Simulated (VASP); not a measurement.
# TiO2: single point with r2SCAN

Crystal: TiO2.

```xyz
9
Lattice="5.4508 0.0000 0.0000 -2.7254 4.7205 0.0000 0.0000 0.0000 5.9315" Properties=species:S:1:pos:R:3 pbc="T T T"
Ti    2.4832    0.0000    1.9772
Ti   -1.2416    2.1505    3.9543
Ti    1.4838    2.5700    0.0000
O     1.4699    1.3599    1.3465
O     3.5381    0.5930    3.3236
O     3.1682    2.7676    5.3008
O     0.4428    1.9529    4.5850
O    -1.2555    3.3605    2.6078
O     0.8127    4.1275    0.6307
```

```yaml
Program: VASP 6.6.1
Task: single point
Functional: r2SCAN
Potentials_or_basis: VASP PAW PBE potentials, release 64 (Ti_sv, O)
Cutoff: 520 eV
k_mesh: 6 × 6 × 4
Occupations: gaussian, width 0.02 eV
Spin: no spin polarisation
Dipole_correction: no
Further_INCAR_settings: ALGO = Normal; EDIFF = 1e-07; NBANDS = 46
```

The pressure is 1.3 GPa and the largest force is 0.076 eV/Å. The band gap on the k mesh is 4.10 eV (least direct gap 4.12 eV).

Forces in eV/Å, atoms in the order of the input:
```
Ti  -0.019  0.000  0.000
Ti   0.009 -0.016  0.000
Ti   0.009  0.016  0.000
O   -0.060  0.009  0.045
O    0.023 -0.056  0.045
O    0.037  0.048  0.045
O    0.037 -0.048 -0.045
O   -0.060 -0.009 -0.045
O    0.023  0.056 -0.045
```

Levels at points of the mesh, in eV from the valence-band top:
```tsv
k point	band 33	band 34	band 35	band 36	band 37	band 38	band 39	band 40
(0.00, 0.00, 0.00)	-0.83	-0.44	-0.30	-0.30	4.24	4.72	4.72	5.04
(0.50, 0.00, 0.00)	-0.76	-0.71	-0.23	0.00	4.37	4.39	4.65	5.31
(0.00, 0.00, 0.50)	-0.72	-0.08	-0.08	-0.02	4.10	4.50	4.50	4.90
(0.50, 0.00, 0.50)	-0.70	-0.40	-0.28	-0.25	4.69	4.86	4.92	5.30
```

Run time: 6.8 min on 1 thread of Intel(R) Xeon(R) 6975P-C (Granite Rapids), with other jobs on the host, peak memory 0.38 GiB.

Caveat: the PAW data sets were made with another functional, which shifts forces and pressure a little. A k mesh can miss the band edges.
